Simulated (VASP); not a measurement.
# Ir (P6_3/mmc) in VASP: further runs, part 3 of 3

VASP 6.6.1.

**5. Single point, r2SCAN**

This run uses another cell than the first one, of 14.33 Å³/atom, 0.980 times its volume.

The input, POSCAR:

```
Ir
1.0
    2.7329117147      0.0000000000      0.0000000000
   -1.3664558574      2.3667709712      0.0000000000
    0.0000000000      0.0000000000      4.4323408426
Ir
2
Direct
    0.3333333333      0.6666666667      0.2500000000
    0.6666666667      0.3333333333      0.7500000000
```

The input, INCAR.step1:

```
SYSTEM = Ir
PREC     = Accurate       ! precision mode
ENCUT    = 520            ! plane-wave cutoff, eV
ISMEAR   = -1             ! smearing method
SIGMA    = 0.05           ! smearing width, eV
LREAL    = .FALSE.        ! projectors in reciprocal space
LASPH    = .TRUE.         ! aspherical terms in the spheres
NELM     = 80             ! most SCF steps
NBANDS   = 16             ! bands
GGA      = PE             ! functional
ALGO     = Normal         ! electronic algorithm
EDIFF    = 1E-4           ! SCF threshold, eV
LWAVE    = .TRUE.         ! write WAVECAR
LCHARG   = .FALSE.        ! write CHGCAR
```

The input, INCAR.step2:

```
SYSTEM = Ir
PREC     = Accurate       ! precision mode
ENCUT    = 520            ! plane-wave cutoff, eV
EDIFF    = 1E-6           ! SCF threshold, eV
ISMEAR   = -1             ! smearing method
SIGMA    = 0.05           ! smearing width, eV
LREAL    = .FALSE.        ! projectors in reciprocal space
LASPH    = .TRUE.         ! aspherical terms in the spheres
NELM     = 80             ! most SCF steps
ALGO     = Normal         ! electronic algorithm
ISIF     = 2              ! what is computed and relaxed
LWAVE    = .FALSE.        ! write WAVECAR
LCHARG   = .FALSE.        ! write CHGCAR
METAGGA  = R2SCAN         ! meta-GGA
LMIXTAU  = .TRUE.       
NBANDS   = 16             ! bands
ISTART   = 1
```

The input, KPOINTS:

```
Automatic mesh
0
G
  11 11 6
  0 0 0
```

Potentials or basis: VASP PAW PBE potentials, release 64 (Ir).

The run is started by

```console
> cat potpaw_PBE.64/Ir/POTCAR > POTCAR
> cp INCAR.step1 INCAR
> mpirun -np 1 vasp_std > vasp.out
> cp INCAR.step2 INCAR
> mpirun -np 1 vasp_std > vasp.out
```

Run time: 80 s. Hardware: 1 thread of AMD EPYC 7R13 (Zen 3), shared host; peak memory 0.13 GiB.

Results (log left out):

```
Free energy            : -104.5375 eV
Pressure               : 0.8 GPa
Band gap on the k mesh : zero (band 9 reaches 11.04 eV, above the bottom of band 10 at 7.76 eV)
```

Stress tensor (GPa, compression positive):
```
0.84 0.00 0.00
0.00 0.84 0.00
0.00 0.00 0.59
```

Levels at points of the mesh, in eV from the Fermi level:
| k point | band 6 | band 7 | band 8 | band 9 | band 10 | band 11 | band 12 | band 13 |
| --- | --- | --- | --- | --- | --- | --- | --- | --- |
| (0.00, 0.00, 0.00) | -3.24 | -3.24 | -2.43 | -2.43 | -0.74 | 0.29 | 0.29 | 7.36 |
| (0.00, 0.00, 0.50) | -4.04 | -4.04 | -4.04 | -0.48 | -0.48 | -0.48 | -0.48 | 14.40 |

Caveat: the PAW data sets were made with another functional, which shifts forces and pressure a little; spin-orbit coupling is left out, which moves the levels of the heavy elements.

**6. Single point, r2SCAN**

The input, POSCAR:

```
Ir
1.0
    2.7513778946      0.0000000000      0.0000000000
   -1.3756889473      2.3827631521      0.0000000000
    0.0000000000      0.0000000000      4.4622900000
Ir
2
Direct
    0.3333333333      0.6666666667      0.2500000000
    0.6666666667      0.3333333333      0.7500000000
```

The input, INCAR.step1:

```
ALGO = Normal
EDIFF = 1E-4
ENCUT = 520
GGA = PE
ISMEAR = -1
LASPH = True
LCHARG = False
LREAL = False
LWAVE = True
NBANDS = 16
NELM = 80
PREC = Accurate
SIGMA = 0.05
```

The input, INCAR.step2:

```
ALGO = Normal
EDIFF = 1E-6
ENCUT = 520
ISIF = 2
ISMEAR = -1
ISTART = 1
LASPH = True
LCHARG = False
LMIXTAU = True
LREAL = False
LWAVE = False
METAGGA = R2SCAN
NBANDS = 16
NELM = 80
PREC = Accurate
SIGMA = 0.05
```

The input, KPOINTS:

```
k-points
0
Gamma
  11 11 6
```

Potentials or basis: VASP PAW PBE potentials, release 64 (Ir).

The run is started by

```console
> cat potpaw_PBE.64/Ir/POTCAR > POTCAR
> cp INCAR.step1 INCAR
> mpirun -np 1 vasp_std > vasp.out
> cp INCAR.step2 INCAR
> mpirun -np 1 vasp_std > vasp.out
```

OUTCAR:

```text
EDIFF = 1E-6
   ENCUT = 520
   ISIF = 2
   ISMEAR = -1
   ISTART = 1
   LASPH = True
   LREAL = False
   METAGGA = R2SCAN
   NELM = 80
   PREC = Accurate

 ion  position               nearest neighbor table
   1  0.333  0.667  0.250-   2 2.74   2 2.74   2 2.74   2 2.74   2 2.74   2 2.74
   2  0.667  0.333  0.750-   1 2.74   1 2.74   1 2.74   1 2.74   1 2.74   1 2.74

  LATTYP: Found a hexagonal cell.
 ALAT       =     2.7513778946
 C/A-ratio  =     1.6218382828

  Lattice vectors:

 A1 = (   2.7513778946,   0.0000000000,   0.0000000000)
 A2 = (  -1.3756889473,   2.3827631521,   0.0000000000)
 A3 = (   0.0000000000,   0.0000000000,   4.4622900000)

Analysis of symmetry for initial positions (statically):
=====================================================================
 Subroutine PRICEL returns:
 Original cell was already a primitive cell.

 Routine SETGRP: Setting up the symmetry group for a
 hexagonal supercell.

 Subroutine GETGRP returns: Found 24 space group operations
 (whereof 12 operations were pure point group operations)
 out of a pool of 24 trial point group operations.

The static configuration has the point symmetry D_3d.
 The point group associated with its full space group is D_6h.

Analysis of symmetry for dynamics (positions and initial velocities):
=====================================================================
 Subroutine PRICEL returns:
 Original cell was already a primitive cell.

 Routine SETGRP: Setting up the symmetry group for a
 hexagonal supercell.

 Subroutine GETGRP returns: Found 24 space group operations
 (whereof 12 operations were pure point group operations)
 out of a pool of 24 trial point group operations.

The dynamic configuration has the point symmetry D_3d.
 The point group associated with its full space group is D_6h.

 Subroutine INISYM returns: Found 24 space group operations
[... 113 lines left out ...]
   EFERMI_NEDOS =   21; number of points for ismear=-14 and -15
   IALGO  =     38    algorithm
   IMIX   =      4    mixing-type and parameters
     AMIX     =   0.40;   BMIX     =  1.00
     AMIX_MAG =   1.60;   BMIX_MAG =  1.00
  volume/ion in A,a.u.               =      14.63        98.71
  Fermi-wavevector in a.u.,A,eV,Ry     =   1.392417  2.631287 26.379323  1.938826
  Thomas-Fermi vector in A             =   2.516162
   LORBIT       =      0    0 simple, 1 ext, 2 COOP (PROOUT), +10 PAW based schemes
   METAGGA = R2SCAN    functional components
   LHFCALC =     F    Hartree Fock is set to
   AEXX    =    0.0000 exact exchange contribution
   IVDW    =     0    specifies the selected vdW correction
   LEPSILON=     F    determine dielectric tensor
   LRPA    =     F    only Hartree local field effects (RPA)
 non-spin polarized calculation
  energy-cutoff  :      520.00
  volume of cell :       29.25
 maximum number of plane-waves:       796
   NGX = 11   NGY = 11   NGZ = 17

 number of electron      18.0000000 magnetization

 Free energy of the ion-electron system (eV)
  ---------------------------------------------------
  ext. energy  EPLUGINS =         0.00000000
  ---------------------------------------------------
  free energy    TOTEN  =      -104.52690017 eV

  energy without entropy =     -104.50138300  energy(sigma->0) =     -104.51414158

 E-fermi :   9.7176     XC(G=0): -15.1076

 val. band max:        9.7032977283   @ k =   0.3636   0.1818   0.1667
 cond. band min:       9.7272600319   @ k =   0.2727   0.0909   0.3333
 fundamental gap:      0.0239623036
 Fermi energy:         9.7176024831

 k-point     1 :       0.0000    0.0000    0.0000
  band No.  band energies     occupation
      1      -1.5625      2.00000
      2       1.5649      2.00000
      3       5.8257      2.00000
      4       5.9340      2.00000
      5       5.9340      2.00000
      6       6.5767      2.00000
[... 433 lines left out ...]
      3       4.4241      2.00000
      4       4.6455      2.00000
      5       5.6315      2.00000
      6       6.2518      2.00000
[... 8 lines left out ...]
     15      25.5707      0.00000
     16      27.1323      0.00000

 [... further k-points ...]

------------------------ aborting loop because EDIFF is reached ----------------------------------------

  FORCE on cell =-STRESS in cart. coord.  units (eV):
  Direction    XX          YY          ZZ          XY          YZ          ZX
  --------------------------------------------------------------------------------------
  -------------------------------------------------------------------------------------
  Total       -1.1596298     -1.1596298     -1.2348601      0.0000000     -0.0000000      0.0000000
  in kB      -63.5098411    -63.5098411    -67.6300053      0.0000000     -0.0000000      0.0000000
  external PRESSURE =     -64.8832292 kB  Pullay stress =       0.0000000 kB

 VOLUME and BASIS-vectors are now :
 -----------------------------------------------------------------------------
  energy-cutoff  :      520.00
  volume of cell :       29.25
      direct lattice vectors                 reciprocal lattice vectors
     2.751377895  0.000000000  0.000000000     0.363454254  0.209840411  0.000000000
    -1.375688947  2.382763152  0.000000000     0.000000000  0.419680823  0.000000000
     0.000000000  0.000000000  4.462290000     0.000000000  0.000000000  0.224100182

 POSITION                                       TOTAL-FORCE (eV/Angst)
 -----------------------------------------------------------------------------------
     -0.00000      1.58851      1.11557         0.000000      0.000000      0.000000
      1.37569      0.79425      3.34672        -0.000000      0.000000      0.000000
 -----------------------------------------------------------------------------------
    total drift:                                0.000000     -0.000000     -0.000000

  FREE ENERGIE OF THE ION-ELECTRON SYSTEM (eV)
  ---------------------------------------------------
  free  energy   TOTEN  =      -104.5269001716 eV

  energy  without entropy=     -104.5013829981  energy(sigma->0) =     -104.51414158
```

OUTCAR.step1:

```text
EDIFF = 1E-4
   ENCUT = 520
   GGA = PE
   ISMEAR = -1
   LASPH = True
[... 679 lines left out ...]
     -0.00000      1.58851      1.11557        -0.000000      0.000000      0.000000
      1.37569      0.79425      3.34672         0.000000     -0.000000      0.000000
 -----------------------------------------------------------------------------------
    total drift:                                0.000000     -0.000000     -0.000000

  FREE ENERGIE OF THE ION-ELECTRON SYSTEM (eV)
  ---------------------------------------------------
  free  energy   TOTEN  =       -17.5361051676 eV

  energy  without entropy=      -17.5102913621  energy(sigma->0) =      -17.52319826
```

OSZICAR.step1:

```text
N       E                     dE             d eps       ncg     rms          rms(c)
DAV:   1     0.141667859640E+03    0.14167E+03   -0.84453E+03  2048   0.113E+03
DAV:   2    -0.148371334453E+02   -0.15650E+03   -0.14109E+03  2056   0.305E+02
DAV:   3    -0.186094836321E+02   -0.37724E+01   -0.37018E+01  2896   0.561E+01
DAV:   4    -0.186491385206E+02   -0.39655E-01   -0.39649E-01  2200   0.495E+00
DAV:   5    -0.186502740196E+02   -0.11355E-02   -0.11355E-02  2896   0.875E-01    0.202E+01
DAV:   6    -0.177143982189E+02    0.93588E+00   -0.12020E+00  2504   0.142E+01    0.827E+00
DAV:   7    -0.175478479977E+02    0.16655E+00   -0.36925E-01  2744   0.741E+00    0.211E+00
DAV:   8    -0.175399652620E+02    0.78827E-02   -0.55465E-03  2312   0.668E-01    0.109E+00
DAV:   9    -0.175360961211E+02    0.38691E-02   -0.44231E-03  2656   0.833E-01    0.204E-02
DAV:  10    -0.175361051676E+02   -0.90465E-05   -0.21859E-05  1632   0.436E-02
   1 F= -.17536105E+02 E0= -.17523198E+02  d E =-.258138E-01
```

It took 87 s on 1 thread of AMD EPYC 7R13 (Zen 3), shared host; peak memory 0.13 GiB.

What came out:

| Item | Value |
| --- | --- |
| Free energy | -104.5269 eV |
| Pressure | -6.5 GPa |
| Band gap on the k mesh | zero (band 9 reaches 10.66 eV, above the bottom of band 10 at 7.49 eV) |

Caveat: the PAW data sets were made with another functional, which shifts forces and pressure a little; spin-orbit coupling is left out, which moves the levels of the heavy elements.

**7. Summary**

| task | level | potentials or basis | spin | cell | k mesh | cutoff (eV) | gap on the mesh (eV) | pressure (GPa) |
| --- | --- | --- | --- | --- | --- | --- | --- | --- |
| relaxation of cell and atoms | BLYP+D3(BJ) | VASP PAW PBE potentials, release 64 (Ir) | off | relaxed from a = 2.751, b = 2.751, c = 4.462 Å, angles 90.0, 90.0, 120.0°, 2 atoms | 11 × 11 × 6 | 600 | none | 0.0 |
| single point | LDA | VASP PAW LDA potentials, release 64 (Ir) | off | a = 2.751, b = 2.751, c = 4.462 Å, angles 90.0, 90.0, 120.0°, 2 atoms | 8 × 8 × 5 | 520 | none | -15.0 |
| single point | LDA | VASP PAW LDA potentials, release 64 (Ir) | non-collinear, zero start, SOC | a = 2.751, b = 2.751, c = 4.462 Å, angles 90.0, 90.0, 120.0°, 2 atoms | 8 × 8 × 5 | 520 | - | -14.0 |
| single point | r2SCAN | VASP PAW PBE potentials, release 64 (Ir) | off | a = 2.733, b = 2.733, c = 4.432 Å, angles 90.0, 90.0, 120.0°, 2 atoms | 11 × 11 × 6 | 520 | none | 0.8 |
| single point | r2SCAN | VASP PAW PBE potentials, release 64 (Ir) | off | a = 2.751, b = 2.751, c = 4.462 Å, angles 90.0, 90.0, 120.0°, 2 atoms | 11 × 11 × 6 | 520 | none | -6.5 |

Alike in all rows: smearing fermi-dirac 0.05 eV.

Caveats: spin-orbit coupling is left out, which moves the levels of the heavy elements (some runs); the PAW data sets were made with another functional, which shifts forces and pressure a little (some runs); pairwise dispersion overbinds metals, which lowers pressure and volume (some runs).

Total energies depend on the potentials used, so only differences within one code and one set of settings carry meaning.
